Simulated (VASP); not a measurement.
A run of VASP 6.6.1 is set up as follows.

The input INCAR:

```
PREC     = Accurate       # precision mode
ENCUT    = 520            # plane-wave cutoff, eV
EDIFF    = 1E-8           # SCF threshold, eV
ISMEAR   = 0              # smearing method
SIGMA    = 0.01           # smearing width, eV
LREAL    = F              # projectors in reciprocal space
LASPH    = T              # aspherical terms in the spheres
NELM     = 100            # most SCF steps
ALGO     = Normal         # electronic algorithm
ISIF     = 2              # what is computed and relaxed
LWAVE    = F              # write WAVECAR
LCHARG   = F              # write CHGCAR
METAGGA  = R2SCAN         # meta-GGA
LMIXTAU  = T            
IBRION   = 6              # ionic algorithm
NFREE    = 2            
POTIM    = 0.015          # step
NSW      = 1              # ionic steps
```

KPOINTS

```
Automatic mesh
0
Gamma
  10 10 10
```

Contents of POSCAR:

```
GaN
1.0
    2.2489450353      2.2489450353      0.0000000000
   -2.2489450353      2.2489450353      0.0000000000
    0.0000000000      2.2489450353      2.2489450353
Ga N
1 1
Direct
    0.0000000000      0.0000000000      0.0000000000
    0.2500000000      0.7500000000      0.5000000000
```

Potentials or basis: VASP PAW PBE potentials, release 64 (Ga_d, N).

The run is started by

```console
$ cat potpaw_PBE.64/Ga_d/POTCAR potpaw_PBE.64/N/POTCAR > POTCAR
$ mpirun -np 1 vasp_std > vasp.out
```

Task: Predict the highest phonon frequency at Γ, LO-TO splitting left out.

Result: 552 cm⁻¹.

Phonon frequencies in cm⁻¹ (negative: imaginary):
```
              q point           frequencies
(0.000, 0.000, 0.000)  -5 -5 -5 552 552 552
```

Caveat: the cell wasn't relaxed at this level first, which shifts response properties.
